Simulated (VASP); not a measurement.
# SrBe2Zn2 in VASP: single point with PBE

Aim: the single point of SrBe2Zn2 with PBE.

Program: VASP 6.6.1. These are calculated values, not measurements. Logs are shortened: lines on timing, memory, paths and dates and some standing lists are left out, and cuts for length are marked.

### Step 1. The cell of the first run

The typed cell holds 5 atoms: a = 3.965 Å, b = 3.965 Å, c = 6.799 Å, α = 90.00°, β = 90.00°, γ = 60.00°.

### Step 2. Single point, PBE

INCAR reads:

```
SYSTEM = SrBe2Zn2
ALGO     = Normal         ! electronic algorithm
EDIFF    = 1E-6           ! SCF threshold, eV
ENCUT    = 520            ! plane-wave cutoff, eV
GGA      = PE             ! functional
ISIF     = 2              ! what is computed and relaxed
ISMEAR   = -1             ! smearing method
LASPH    = .TRUE.         ! aspherical terms in the spheres
LCHARG   = .FALSE.        ! write CHGCAR
LREAL    = .FALSE.        ! projectors in reciprocal space
LWAVE    = .FALSE.        ! write WAVECAR
NBANDS   = 27             ! bands
NELM     = 80             ! most SCF steps
PREC     = Accurate       ! precision mode
SIGMA    = 0.1            ! smearing width, eV
```

KPOINTS reads:

```
k-points
0
G
  10 10 5
  0 0 0
```

POSCAR reads:

```
SrBe2Zn2
1.0
    1.9827240000      3.4341750000      0.0000000000
   -1.9827240000      3.4341750000      0.0000000000
    0.0000000000      0.0000000000      6.7994210000
Zn Sr Be
2 1 2
Direct
    0.3333000000      0.3334000000      0.6311000000
    0.6667000000      0.6666000000      0.3689000000
    0.0000000000      0.0000000000      0.0000000000
    0.3333000000      0.3334000000      0.2688000000
    0.6667000000      0.6666000000      0.7312000000
```

Potentials or basis: VASP PAW PBE potentials, release 64 (Zn, Sr_sv, Be).

The run is started by

```console
cat potpaw_PBE.64/Zn/POTCAR potpaw_PBE.64/Sr_sv/POTCAR potpaw_PBE.64/Be/POTCAR > POTCAR
mpirun -np 1 vasp_std > vasp.out
```

OUTCAR:

```text
SYSTEM = SrBe2Zn2
   EDIFF = 1E-6
   ENCUT = 520
   GGA = PE
   ISIF = 2
   ISMEAR = -1
   LASPH = .TRUE.
   LREAL = .FALSE.
   NELM = 80
   PREC = Accurate

 ion  position               nearest neighbor table
   1  0.333  0.333  0.631-   5 2.39   5 2.39   5 2.39   4 2.46   2 2.90   2 2.90   2 2.90   3 3.40
                             3 3.40   3 3.40
   2  0.667  0.667  0.369-   4 2.39   4 2.39   4 2.39   5 2.46   1 2.90   1 2.90   1 2.90   3 3.40
                             3 3.40   3 3.40
   3  0.000  0.000  0.000-   5 2.93   4 2.93   5 2.93   4 2.93   5 2.93   4 2.93   2 3.40   1 3.40
                             2 3.40   1 3.40   1 3.40   2 3.40
   4  0.333  0.333  0.269-   2 2.39   2 2.39   2 2.39   1 2.46   3 2.93   3 2.93   3 2.93
   5  0.667  0.667  0.731-   1 2.39   1 2.39   1 2.39   2 2.46   3 2.93   3 2.93   3 2.93

  LATTYP: Found a hexagonal cell.
 ALAT       =     3.9654447910
 C/A-ratio  =     1.7146679271

  Lattice vectors:

 A1 = (   1.9827240000,  -3.4341750000,   0.0000000000)
 A2 = (   1.9827240000,   3.4341750000,   0.0000000000)
 A3 = (   0.0000000000,   0.0000000000,   6.7994210000)

Analysis of symmetry for initial positions (statically):
=====================================================================
 Subroutine PRICEL returns:
 Original cell was already a primitive cell.

 Routine SETGRP: Setting up the symmetry group for a
 hexagonal supercell.

 Subroutine GETGRP returns: Found  4 space group operations
 (whereof  4 operations were pure point group operations)
 out of a pool of 24 trial point group operations.

The static configuration has the point symmetry C_2h.

Analysis of symmetry for dynamics (positions and initial velocities):
=====================================================================
 Subroutine PRICEL returns:
 Original cell was already a primitive cell.

 Routine SETGRP: Setting up the symmetry group for a
 hexagonal supercell.

 Subroutine GETGRP returns: Found  4 space group operations
 (whereof  4 operations were pure point group operations)
 out of a pool of 24 trial point group operations.

The dynamic configuration has the point symmetry C_2h.

 Subroutine INISYM returns: Found  4 space group operations
 (whereof  4 operations are pure point group operations),
 and found     1 'primitive' translations

----------------------------------------------------------------------------------------

                                     Primitive cell

  volume of cell :      92.5948

  direct lattice vectors                    reciprocal lattice vectors
[... 91 lines left out ...]
   ENCUT  =  520.0 eV  38.22 Ry    6.18 a.u.   7.37  7.37 12.64*2*pi/ulx,y,z
   NELM   =     80;   NELMIN=  2; NELMDL= -5     # of ELM steps
   EDIFF  = 0.1E-05   stopping-criterion for ELM
   LREAL  =      F    real-space projection
   EDIFFG = 0.1E-04   stopping-criterion for IOM
   NSW    =      0    number of steps for IOM
   IBRION =     -1    ionic relax: 0-MD 1-quasi-New 2-CG
   NFREE  =      0    steps in history (QN), initial steepest desc. (CG)
   ISIF   =      2    stress and relaxation
   ISYM   =      2    0-nonsym 1-usesym 2-fastsym
   POTIM  = 0.5000    time-step for ionic-motion
   TEBEG  =    0.0;   TEEND  =   0.0 temperature during run
   PSTRESS=    0.0 pullay stress
   NELECT =      38.0000    total number of electrons
   NUPDOWN=      -1.0000    fix difference up-down
   EMIN   =  10.00;   EMAX   =-10.00  energy-range for DOS
   EFERMI =   0.00;   METHOD = LEGACY
   ISMEAR =    -1;   SIGMA  =   0.10  broadening in eV -4-tet -1-fermi 0-gaus
   EFERMI_NEDOS =   21; number of points for ismear=-14 and -15
   IALGO  =     38    algorithm
   IMIX   =      4    mixing-type and parameters
     AMIX     =   0.40;   BMIX     =  1.00
     AMIX_MAG =   1.60;   BMIX_MAG =  1.00
  volume/ion in A,a.u.               =      18.52       124.97
  Fermi-wavevector in a.u.,A,eV,Ry     =   1.216579  2.299002 20.137516  1.480066
  Thomas-Fermi vector in A             =   2.351929
   LORBIT       =      0    0 simple, 1 ext, 2 COOP (PROOUT), +10 PAW based schemes
   GGA     = PE    functional components
   LHFCALC =     F    Hartree Fock is set to
   AEXX    =    0.0000 exact exchange contribution
   IVDW    =     0    specifies the selected vdW correction
   LEPSILON=     F    determine dielectric tensor
   LRPA    =     F    only Hartree local field effects (RPA)
 non-spin polarized calculation
  energy-cutoff  :      520.00
  volume of cell :       92.59
 maximum number of plane-waves:      2527
 NGX is ok and might be reduce to    30
   NGX = 15   NGY = 15   NGZ = 25

 number of electron      37.9999983 magnetization

 Free energy of the ion-electron system (eV)
  ---------------------------------------------------
  ext. energy  EPLUGINS =         0.00000000
  ---------------------------------------------------
  free energy    TOTEN  =        -9.25939969 eV

  energy without entropy =       -9.15931529  energy(sigma->0) =       -9.20935749

 E-fermi :   2.4302     XC(G=0):  -9.6944

 val. band max:        2.4300533094   @ k =   0.2000  -0.3000   0.4000
 cond. band min:       2.4302582403   @ k =   0.3000   0.5000   0.4000
 fundamental gap:      0.0002049309
 Fermi energy:         2.4301572297

 k-point     1 :       0.0000    0.0000    0.0000
  band No.  band energies     occupation
      1     -32.2058      2.00000
      2     -14.4002      2.00000
      3     -14.1547      2.00000
      4     -14.1547      2.00000
      5      -5.4005      2.00000
      6      -4.9162      2.00000
[... 709 lines left out ...]
     26       8.7694      0.00000
     27       8.7730      0.00000

 [... further k-points ...]
[... 5 lines left out ...]
  --------------------------------------------------------------------------------------
  -------------------------------------------------------------------------------------
  Total        2.0592606      2.0609536      1.8436908      0.0014700      0.0004130     -0.0007153
  in kB       35.6315970     35.6608904     31.9015699      0.0254355      0.0071454     -0.0123761
  external PRESSURE =      34.3980191 kB  Pullay stress =       0.0000000 kB

 VOLUME and BASIS-vectors are now :
 -----------------------------------------------------------------------------
  energy-cutoff  :      520.00
  volume of cell :       92.59
      direct lattice vectors                 reciprocal lattice vectors
     1.982724000  3.434175000  0.000000000     0.252178316  0.145595376  0.000000000
    -1.982724000  3.434175000  0.000000000    -0.252178316  0.145595376  0.000000000
     0.000000000  0.000000000  6.799421000     0.000000000  0.000000000  0.147071346

 POSITION                                       TOTAL-FORCE (eV/Angst)
 -----------------------------------------------------------------------------------
     -0.00020      2.28956      4.29111         0.001033     -0.000596     -0.303131
      0.00020      4.57879      2.50831        -0.001033      0.000596      0.303131
      0.00000      0.00000      0.00000         0.000000      0.000000      0.000000
     -0.00020      2.28956      1.82768         0.001149     -0.000663      1.231959
      0.00020      4.57879      4.97174        -0.001149      0.000663     -1.231959
 -----------------------------------------------------------------------------------
    total drift:                               -0.000000      0.000000     -0.000000

  FREE ENERGIE OF THE ION-ELECTRON SYSTEM (eV)
  ---------------------------------------------------
  free  energy   TOTEN  =        -9.2593996862 eV

  energy  without entropy=       -9.1593152921  energy(sigma->0) =       -9.20935749
```

stdout:

```text
POSCAR found type information on POSCAR ZnSrBe
 POSCAR found :  3 types and       5 ions
 scaLAPACK will be used
 LDA part: xc-table for (Slater+PW92), standard interpolation
 POSCAR, INCAR and KPOINTS ok, starting setup
 FFT: planning ... GRIDC
 FFT: planning ... GRID_SOFT
 FFT: planning ... GRID
 WAVECAR not read
 entering main loop
```

Wall time 4.5 min (1 thread of AMD EPYC 7R13 (Zen 3), shared host); peak memory 0.44 GiB.

What came out:

* Free energy: -9.2594 eV
* Pressure: 3.4 GPa
* Largest force: 1.232 eV/Å
* Band gap on the k mesh: zero (bands 19 and 20 overlap by 2.35 eV)

Forces on the atoms (eV/Å):
```
Zn   0.001 -0.001 -0.303
Zn  -0.001  0.001  0.303
Sr   0.000  0.000  0.000
Be   0.001 -0.001  1.232
Be  -0.001  0.001 -1.232
```

Stress tensor (GPa, compression positive):
```
3.56 0.00 0.00
0.00 3.57 0.00
0.00 0.00 3.19
```

Caveat: the cell stands under pressure; forces of over 1 eV/Å act on the atoms, so gaps and moduli don't describe the material at rest.
